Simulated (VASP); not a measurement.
ZrB2, 3 atoms in the cell. The typed cell holds 3 atoms: a = 3.170 Å, b = 3.170 Å, c = 3.533 Å, α = 90.00°, β = 90.00°, γ = 120.00°. 

```yaml
Program: VASP 6.6.1
Task: single point
Functional: PBE
Potentials_or_basis: VASP PAW PBE potentials, release 64 (Zr_sv, B)
Cutoff: 420 eV
k_mesh: 7 × 7 × 5
Occupations: fermi-dirac, width 0.08 eV
Spin: no spin polarisation
Dipole_correction: no
Further_INCAR_settings: ALGO = Normal; EDIFF = 1e-06; NBANDS = 16
```

Potentials or basis: VASP PAW PBE potentials, release 64 (Zr_sv, B).

Run with:

```console
$ cat potpaw_PBE.64/Zr_sv/POTCAR potpaw_PBE.64/B/POTCAR > POTCAR
$ mpirun -np 1 vasp_std > vasp.out
```

Hardware: 1 thread of Intel Xeon 8259CL, with other jobs on the host.

Q: How long does it take, and how much memory?

A: Wall time 50 s on 1 thread of Intel Xeon 8259CL, with other jobs on the host, peak memory 0.17 GiB. Counts: scf iterations 13, k points 123.
